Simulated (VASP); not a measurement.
# Ca (I4/mmm) in VASP: further runs

Ca is run at these levels: PBE; tasks: single point.

Program: VASP 6.6.1. These are calculated values, not measurements. Logs are shortened: lines on timing, memory, paths and dates and some standing lists are left out, and cuts for length are marked.

## (1) The cell of the first run

Symmetry: I4/mmm, No. 139, tetragonal system. Conventional cell: a = 3.833 Å, b = 3.833 Å, c = 5.505 Å, α = 90.00°, β = 90.00°, γ = 90.00°. Within 5.0 Å of Ca (site symmetry 4/mmm) lie 12 Ca at 3.83 to 3.86 Å.

## (2) Single point, PBE (strain -0.030 along x and y, -0.015 along z)

Input file INCAR:

```
ALGO     = Fast           # electronic algorithm
EDIFF    = 1E-6           # SCF threshold, eV
ENCUT    = 520            # plane-wave cutoff, eV
GGA      = PE             # functional
ISIF     = 2              # what is computed and relaxed
ISMEAR   = 0              # smearing method
LASPH    = True           # aspherical terms in the spheres
LCHARG   = False          # write CHGCAR
LREAL    = False          # projectors in reciprocal space
LWAVE    = False          # write WAVECAR
NBANDS   = 11             # bands
NELM     = 80             # most SCF steps
PREC     = Accurate       # precision mode
SIGMA    = 0.15           # smearing width, eV
```

Input file KPOINTS:

```
k-points
0
Gamma
  14 14 14
```

Input file POSCAR:

```
Ca
1.0
    0.0000000000      2.7103740000      2.7522870000
    2.7103740000      0.0000000000      2.7522870000
    2.7103740000      2.7103740000      0.0000000000
Ca
1
Direct
    0.0000000000      0.0000000000      0.0000000000
```

Potentials or basis: VASP PAW PBE potentials, release 64 (Ca_sv).

On the command line:

```console
$ cat potpaw_PBE.64/Ca_sv/POTCAR > POTCAR
$ mpirun -np 1 vasp_std > vasp.out
```

OUTCAR:

```text
EDIFF = 1E-6
   ENCUT = 520
   GGA = PE
   ISIF = 2
   ISMEAR = 0
   LASPH = True
   LREAL = False
   NELM = 80
   PREC = Accurate

 ion  position               nearest neighbor table
   1  0.000  0.000  0.000-

  LATTYP: Found a body centered tetragonal cell.
 ALAT       =     3.8330476699
 C/A-ratio  =     1.4360828443

  Lattice vectors:

 A1 = (  -2.7103740000,   0.0000000000,   2.7522870000)
 A2 = (   2.7103740000,   0.0000000000,   2.7522870000)
 A3 = (   0.0000000000,   2.7103740000,  -2.7522870000)

Analysis of symmetry for initial positions (statically):
=====================================================================
 Subroutine PRICEL returns:
 Original cell was already a primitive cell.

 Routine SETGRP: Setting up the symmetry group for a
 body centered tetragonal supercell.

 Subroutine GETGRP returns: Found 16 space group operations
 (whereof 16 operations were pure point group operations)
 out of a pool of 16 trial point group operations.

The static configuration has the point symmetry D_4h.

Analysis of symmetry for dynamics (positions and initial velocities):
=====================================================================
 Subroutine PRICEL returns:
 Original cell was already a primitive cell.

 Routine SETGRP: Setting up the symmetry group for a
 body centered tetragonal supercell.

 Subroutine GETGRP returns: Found 16 space group operations
 (whereof 16 operations were pure point group operations)
 out of a pool of 16 trial point group operations.

The dynamic configuration has the point symmetry D_4h.

 Subroutine INISYM returns: Found 16 space group operations
 (whereof 16 operations are pure point group operations),
 and found     1 'primitive' translations

----------------------------------------------------------------------------------------

                                     Primitive cell

  volume of cell :      40.4373

  direct lattice vectors                    reciprocal lattice vectors
     0.000000000  2.710374000  2.752287000    -0.184476386  0.184476386  0.181667101
     2.710374000  0.000000000  2.752287000     0.184476386 -0.184476386  0.181667101
     2.710374000  2.710374000  0.000000000     0.184476386  0.184476386 -0.181667101

  length of vectors
     3.862798332  3.862798332  3.833047670     0.317908807  0.317908807  0.317908807

  position of ions in fractional coordinates (direct lattice)
     0.000000000  0.000000000  0.000000000

  ion indices of the primitive-cell ions
   primitive index   ion index
                 1           1

[... 82 lines left out ...]
   NELECT =      10.0000    total number of electrons
   NUPDOWN=      -1.0000    fix difference up-down
   EMIN   =  10.00;   EMAX   =-10.00  energy-range for DOS
   EFERMI =   0.00;   METHOD = LEGACY
   ISMEAR =     0;   SIGMA  =   0.15  broadening in eV -4-tet -1-fermi 0-gaus
   EFERMI_NEDOS =   21; number of points for ismear=-14 and -15
   IALGO  =     68    algorithm
   IMIX   =      4    mixing-type and parameters
     AMIX     =   0.40;   BMIX     =  1.00
     AMIX_MAG =   1.60;   BMIX_MAG =  1.00
  volume/ion in A,a.u.               =      40.44       272.88
  Fermi-wavevector in a.u.,A,eV,Ry     =   1.027576  1.941838 14.366571  1.055913
  Thomas-Fermi vector in A             =   2.161528
   LORBIT       =      0    0 simple, 1 ext, 2 COOP (PROOUT), +10 PAW based schemes
   GGA     = PE    functional components
   LHFCALC =     F    Hartree Fock is set to
   AEXX    =    0.0000 exact exchange contribution
   IVDW    =     0    specifies the selected vdW correction
   LEPSILON=     F    determine dielectric tensor
   LRPA    =     F    only Hartree local field effects (RPA)
 non-spin polarized calculation
 RMM-DIIS sequential band-by-band and
 Gauss-broadening in eV      SIGMA  =   0.15
  energy-cutoff  :      520.00
  volume of cell :       40.44
 maximum number of plane-waves:      1101
 NGX is ok and might be reduce to    30
   NGX = 15   NGY = 15   NGZ = 15

 number of electron      10.0000002 magnetization

 Free energy of the ion-electron system (eV)
  ---------------------------------------------------
  ext. energy  EPLUGINS =         0.00000000
  ---------------------------------------------------
  free energy    TOTEN  =        -1.93271157 eV

  energy without entropy =       -1.91800814  energy(sigma->0) =       -1.92535985

 E-fermi :   2.1308     XC(G=0):  -7.8685

 val. band max:        2.1211676176   @ k =  -0.4286   0.0714   0.2143
 cond. band min:       2.1371427829   @ k =  -0.3571  -0.0000   0.3571
 fundamental gap:      0.0159751652
 Fermi energy:         2.1308345120

 k-point     1 :       0.0000    0.0000    0.0000
  band No.  band energies     occupation
      1     -39.7856      2.00000
      2     -20.6978      2.00000
      3     -20.6961      2.00000
      4     -20.6961      2.00000
      5      -1.9691      2.00000
      6       4.4801      0.00000
      7       4.5518      0.00000
      8       4.5518      0.00000
      9       5.6037      0.00000
     10       5.6991      0.00000
     11      11.4395      0.00000
[... 309 lines left out ...]
 k-point    24 :       0.2857    0.1429    0.0000
  band No.  band energies     occupation
      1     -39.7760      2.00000
      2     -20.7766      2.00000
      3     -20.7174      2.00000
      4     -20.7171      2.00000
      5      -0.7320      2.00000
      6       3.5255      0.00000
      7       4.4485      0.00000
      8       4.8959      0.00000
      9       5.3165      0.00000
     10       5.9851      0.00000
     11      10.1711      0.00000

 [... further k-points ...]

------------------------ aborting loop because EDIFF is reached ----------------------------------------

  FORCE on cell =-STRESS in cart. coord.  units (eV):
  Direction    XX          YY          ZZ          XY          YZ          ZX
  --------------------------------------------------------------------------------------
  -------------------------------------------------------------------------------------
  Total        0.2110757      0.2110757      0.1776651      0.0000000      0.0000000      0.0000000
  in kB        8.3630898      8.3630898      7.0393190      0.0000000      0.0000000      0.0000000
  external PRESSURE =       7.9218328 kB  Pullay stress =       0.0000000 kB

 VOLUME and BASIS-vectors are now :
 -----------------------------------------------------------------------------
  energy-cutoff  :      520.00
  volume of cell :       40.44
      direct lattice vectors                 reciprocal lattice vectors
     0.000000000  2.710374000  2.752287000    -0.184476386  0.184476386  0.181667101
     2.710374000  0.000000000  2.752287000     0.184476386 -0.184476386  0.181667101
     2.710374000  2.710374000  0.000000000     0.184476386  0.184476386 -0.181667101

 POSITION                                       TOTAL-FORCE (eV/Angst)
 -----------------------------------------------------------------------------------
      0.00000      0.00000      0.00000         0.000000      0.000000      0.000000
 -----------------------------------------------------------------------------------
    total drift:                               -0.000000     -0.000000      0.000000

  FREE ENERGIE OF THE ION-ELECTRON SYSTEM (eV)
  ---------------------------------------------------
  free  energy   TOTEN  =        -1.9327115710 eV

  energy  without entropy=       -1.9180081356  energy(sigma->0) =       -1.92535985
```

OSZICAR:

```text
N       E                     dE             d eps       ncg     rms          rms(c)
DAV:   1     0.672256779096E+02    0.67226E+02   -0.50947E+03  5368   0.830E+02
DAV:   2    -0.416225891086E+00   -0.67642E+02   -0.66994E+02  5872   0.210E+02
DAV:   3    -0.187274488119E+01   -0.14565E+01   -0.14402E+01  7796   0.306E+01
DAV:   4    -0.194452398990E+01   -0.71779E-01   -0.71526E-01  7084   0.537E+00
DAV:   5    -0.194598345959E+01   -0.14595E-02   -0.14592E-02  7510   0.645E-01    0.217E+00
RMM:   6    -0.193607392007E+01    0.99095E-02   -0.93954E-03  5652   0.107E+00    0.135E+00
RMM:   7    -0.193291419240E+01    0.31597E-02   -0.20632E-02  6163   0.180E+00    0.113E-01
RMM:   8    -0.193255137975E+01    0.36281E-03   -0.49346E-03  6350   0.835E-01    0.288E-02
RMM:   9    -0.193267052906E+01   -0.11915E-03   -0.13665E-03  7809   0.398E-01    0.258E-02
RMM:  10    -0.193270314285E+01   -0.32614E-04   -0.23488E-04  8244   0.145E-01    0.103E-02
RMM:  11    -0.193271032242E+01   -0.71796E-05   -0.69154E-05  8476   0.629E-02    0.144E-02
RMM:  12    -0.193271343900E+01   -0.31166E-05   -0.88507E-06  7365   0.288E-02    0.134E-02
RMM:  13    -0.193271116851E+01    0.22705E-05   -0.59784E-06  6539   0.170E-02    0.196E-03
RMM:  14    -0.193271157103E+01   -0.40252E-06   -0.15628E-06  5070   0.795E-03
   1 F= -.19327116E+01 E0= -.19253599E+01  d E =-.147034E-01
```

stdout:

```text
POSCAR found type information on POSCAR Ca
 POSCAR found :  1 types and       1 ions
 scaLAPACK will be used
 LDA part: xc-table for (Slater+PW92), standard interpolation
 POSCAR, INCAR and KPOINTS ok, starting setup
 FFT: planning ... GRIDC
 FFT: planning ... GRID_SOFT
 FFT: planning ... GRID
 WAVECAR not read
 entering main loop
WARNING in EDDRMM: call to ZHEGV failed, returncode =   8  4      6
WARNING in EDDRMM: call to ZHEGV failed, returncode =   6  3      5
WARNING in EDDRMM: call to ZHEGV failed, returncode =   6  3      5
```

Wall time 1.8 min (1 thread of Intel Xeon Platinum 8488C (Sapphire Rapids), shared host); peak memory 0.23 GiB.

What came out:

```
Free energy            : -1.9327 eV
Pressure               : 0.8 GPa
Band gap on the k mesh : zero (band 5 reaches 2.27 eV, above the bottom of band 6 at 2.01 eV)
```

Caveat: the cell differs from its parent crystal (strain -0.030 along x and y, -0.015 along z).

## (3) Single point, PBE (strain -0.030 along x and y, +0.000 along z)

Input file INCAR:

```
SYSTEM = Ca
  PREC = Accurate
  ENCUT = 520
  EDIFF = 1E-7
  ISMEAR = 0
  SIGMA = 0.15
  LREAL = .False.
  LASPH = .True.
  NELM = 60
  ALGO = Normal
  ISIF = 2
  LWAVE = .False.
  LCHARG = .False.
  GGA = PE
  NBANDS = 11
```

Input file KPOINTS:

```
regular mesh
0
Gamma
  14 14 14
  0 0 0
```

Input file POSCAR:

```
Ca
1.0
    0.0000000000      2.7103740000      2.7942000000
    2.7103740000      0.0000000000      2.7942000000
    2.7103740000      2.7103740000      0.0000000000
Ca
1
Direct
    0.0000000000      0.0000000000      0.0000000000
```

Potentials or basis: VASP PAW PBE potentials, release 64 (Ca_sv).

On the command line:

```console
$ cat potpaw_PBE.64/Ca_sv/POTCAR > POTCAR
$ mpirun -np 1 vasp_std > vasp.out
```

Wall time 89 s (1 thread of Intel Xeon Platinum 8488C (Sapphire Rapids), shared host); peak memory 0.23 GiB.

It converged, with:

| Quantity | Value |
| --- | --- |
| Free energy | -1.9348 eV |
| Pressure | 0.5 GPa |
| Band gap on the k mesh | zero (band 5 reaches 2.23 eV, above the bottom of band 6 at 1.93 eV) |

Stress tensor (GPa, compression positive):
```
0.60 0.00 0.00
0.00 0.60 0.00
0.00 0.00 0.32
```

Levels at points of the mesh, in eV from the Fermi level:
```
           k point  band 2  band 3  band 4  band 5  band 6  band 7  band 8  band 9
(0.00, 0.00, 0.00)  -22.87  -22.86  -22.86   -4.07    2.28    2.43    2.43    3.38
(0.50, 0.00, 0.00)  -23.02  -22.89  -22.88   -0.99   -0.14    2.17    2.34    4.16
(0.50, 0.50, 0.00)  -23.01  -22.91  -22.91   -0.54    0.61    0.82    4.19    4.37
(0.50, 0.00, 0.50)  -23.01  -22.93  -22.92   -0.45    0.54    1.12    4.17    4.32
```

Caveat: the cell differs from its parent crystal (strain -0.030 along x and y, +0.000 along z).

## (4) Single point, PBE (strain -0.015 along x and y, -0.030 along z)

Input file INCAR:

```
SYSTEM = Ca
PREC = Accurate
ENCUT = 520
EDIFF = 1E-7
ISMEAR = 0
SIGMA = 0.15
LREAL = .FALSE.
LASPH = .TRUE.
NELM = 60
ALGO = Fast
ISIF = 2
LWAVE = .FALSE.
LCHARG = .TRUE.
GGA = PE
LELF = .TRUE.
LVHAR = .TRUE.
NBANDS = 11
```

Input file KPOINTS:

```
regular mesh
0
G
  14 14 14
  0 0 0
```

Input file POSCAR:

```
Ca
1.0
    0.0000000000      2.7522870000      2.7103740000
    2.7522870000      0.0000000000      2.7103740000
    2.7522870000      2.7522870000      0.0000000000
Ca
1
Direct
    0.0000000000      0.0000000000      0.0000000000
```

On the command line:

```console
$ cat potpaw_PBE.64/Ca_sv/POTCAR > POTCAR
$ mpirun -np 1 vasp_std > vasp.out
```

It took 2.2 min on 1 thread of Intel Xeon Platinum 8488C (Sapphire Rapids), shared host; peak memory 0.23 GiB.

Results (log left out):

```
Free energy            : -1.9354 eV
Pressure               : 0.5 GPa
Band gap on the k mesh : zero (band 5 reaches 2.21 eV, above the bottom of band 6 at 1.93 eV)
```

Stress tensor (GPa, compression positive):
```
0.47 0.00 0.00
0.00 0.47 0.00
0.00 0.00 0.58
```

Levels at points of the mesh, in eV from the Fermi level:
```tsv
k point	band 2	band 3	band 4	band 5	band 6	band 7	band 8	band 9
(0.00, 0.00, 0.00)	-22.87	-22.87	-22.86	-4.07	2.35	2.35	2.42	3.43
(0.50, 0.00, 0.00)	-23.02	-22.89	-22.88	-0.99	-0.14	2.21	2.30	4.17
(0.50, 0.50, 0.00)	-23.01	-22.92	-22.92	-0.45	0.54	1.12	4.18	4.38
(0.50, 0.00, 0.50)	-23.01	-22.92	-22.92	-0.50	0.58	0.97	4.18	4.35
```

Caveat: the cell differs from its parent crystal (strain -0.015 along x and y, -0.030 along z).

## (5) The runs side by side

```csv
cell,gap on the mesh (eV),pressure (GPa)
"a = 3.863, b = 3.863, c = 3.833 Å, angles 60.3, 60.3, 59.5°, 1 atom",none,0.8
"a = 3.893, b = 3.893, c = 3.833 Å, angles 60.5, 60.5, 59.0°, 1 atom",none,0.5
"a = 3.863, b = 3.863, c = 3.892 Å, angles 59.7, 59.7, 60.5°, 1 atom",none,0.5
```

Alike in all rows: task single point; level PBE; potentials or basis VASP PAW PBE potentials, release 64 (Ca_sv); no spin polarisation; k mesh 14 × 14 × 14; cutoff (eV) 520; smearing gaussian 0.15 eV.

Total energies depend on the potentials used, so only differences within one code and one set of settings carry meaning.
